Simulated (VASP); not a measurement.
Crystal: MnHg.

```xyz
2
Lattice="3.3150 0.0000 0.0000 0.0000 3.3150 0.0000 0.0000 0.0000 3.3150" Properties=species:S:1:pos:R:3 pbc="T T T"
Mn    1.6575    1.6575    1.6575
Hg    0.0000    0.0000    0.0000
```

Base run:

| Item | Value |
| --- | --- |
| Program | VASP 6.6.1 |
| Functional | RPBE |
| Potentials or basis | VASP PAW PBE potentials, release 64 (Mn_pv, Hg) |
| Cutoff | 520 eV |
| k mesh | 6 × 6 × 6 |
| Occupations | fermi-dirac, width 0.15 eV |
| Spin | collinear spin, ferromagnetic start |
| Starting moments | [4.0, 0.0] μB |

Its results: pressure 4.2 GPa; net moment 3.90 μB per cell; site moments Mn +3.82; Hg -0.06 μB.

Problem. After a change of settings the same cell gave: pressure -10.3 GPa; net moment 3.65 μB per cell; site moments Mn +3.55; Hg -0.05 μB. Which change was it?
A. functional from RPBE to revPBE; further incar settings from ALGO = Normal; EDIFF = 1e-06; NBANDS = 24 to ALGO = Normal; EDIFF = 1e-07; NBANDS = 24
B. functional from RPBE to PBE; further incar settings from ALGO = Normal; EDIFF = 1e-06; NBANDS = 24 to ALGO = Normal; EDIFF = 1e-07; NBANDS = 24
C. functional from RPBE to LDA; potentials or basis from VASP PAW PBE potentials, release 64 (Mn_pv, Hg) to VASP PAW LDA potentials, release 64 (Mn_pv, Hg)

Solution. C.

Caveats: the PAW data sets were made with another functional, which shifts forces and pressure a little (some runs).
